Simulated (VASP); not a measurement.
Pt, 2 atoms in the cell. It takes space group P6_3/mmc (No. 194, hexagonal). Conventional cell: a = 2.702 Å, b = 2.702 Å, c = 4.646 Å, α = 90.00°, β = 90.00°, γ = 120.00°. Pt (site symmetry -6m2) has 12 Pt at 2.70 to 2.80 Å within 3.6 Å. This isn't the form of Pt at room conditions, which is fcc.

```yaml
Program: VASP 6.6.1
Task: single point
Functional: PBEsol
Potentials_or_basis: VASP PAW PBE potentials, release 64 (Pt)
Cutoff: 520 eV
k_mesh: 18 × 18 × 10
Occupations: gaussian, width 0.1 eV
Spin: no spin polarisation
Dipole_correction: no
Further_INCAR_settings: ALGO = Normal; EDIFF = 1e-06; NBANDS = 17
```

Potentials or basis: VASP PAW PBE potentials, release 64 (Pt).

Run with:

```console
$ cat potpaw_PBE.64/Pt/POTCAR > POTCAR
$ mpirun -np 1 vasp_std > vasp.out
```

Hardware: 1 thread of Intel(R) Xeon(R) 6975P-C (Granite Rapids), on a shared host.

Task: How long does it take, and how much memory?

Result: It took 30 s on 1 thread of Intel(R) Xeon(R) 6975P-C (Granite Rapids), with other jobs on the host, peak memory 0.21 GiB. Counts: scf iterations 12, k points 222.
